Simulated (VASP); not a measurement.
Write the native input for VASP 6.6.1 that does the following.

| Quantity | Value |
| --- | --- |
| Task | single point |
| Functional | revPBE |
| Dispersion | D3(BJ) |
| Potentials or basis | VASP PAW PBE potentials, release 64 (Cd, Se) |
| Cutoff | 520 eV |
| k mesh | 8 × 8 × 8 |
| Occupations | fermi-dirac, width 0.05 eV |
| Spin | no spin polarisation |
| Dipole correction | no |
| Further INCAR settings | ALGO = Normal; EDIFF = 1e-06; NBANDS = 16 |

The structure of CdSe lies in POSCAR:

```
CdSe
1.0
    0.0000000000      3.0443582124      3.0443582124
    3.0443582124      0.0000000000      3.0443582124
    3.0443582124      3.0443582124      0.0000000000
Cd Se
1 1
Direct
    0.0000000000      0.0000000000      0.0000000000
    0.2500000000      0.2500000000      0.2500000000
```

One way to write it, as run:

INCAR

```
  ALGO = Normal
  EDIFF = 1E-6
  ENCUT = 520
  GGA = RE
  ISIF = 2
  ISMEAR = -1
  IVDW = 12
  LASPH = True
  LCHARG = False
  LREAL = False
  LWAVE = False
  NBANDS = 16
  NELM = 100
  PREC = Accurate
  SIGMA = 0.05
```

KPOINTS

```
k-points
0
Gamma
  8 8 8
```

Potentials or basis: VASP PAW PBE potentials, release 64 (Cd, Se).

Run with:

```sh
$ cat potpaw_PBE.64/Cd/POTCAR potpaw_PBE.64/Se/POTCAR > POTCAR
$ mpirun -np 1 vasp_std > vasp.out
```

Results of the run:

The pressure is 0.3 GPa and the band gap on the k mesh is 0.73 eV, direct. The dispersion energy per atom is -0.609 eV.

Caveat: the PAW data sets were made with another functional, which shifts forces and pressure a little.

Wall time 18 s on 1 thread of AMD EPYC 7R43 64-Core Processor (Zen 3) (shared host), peak memory 0.16 GiB.
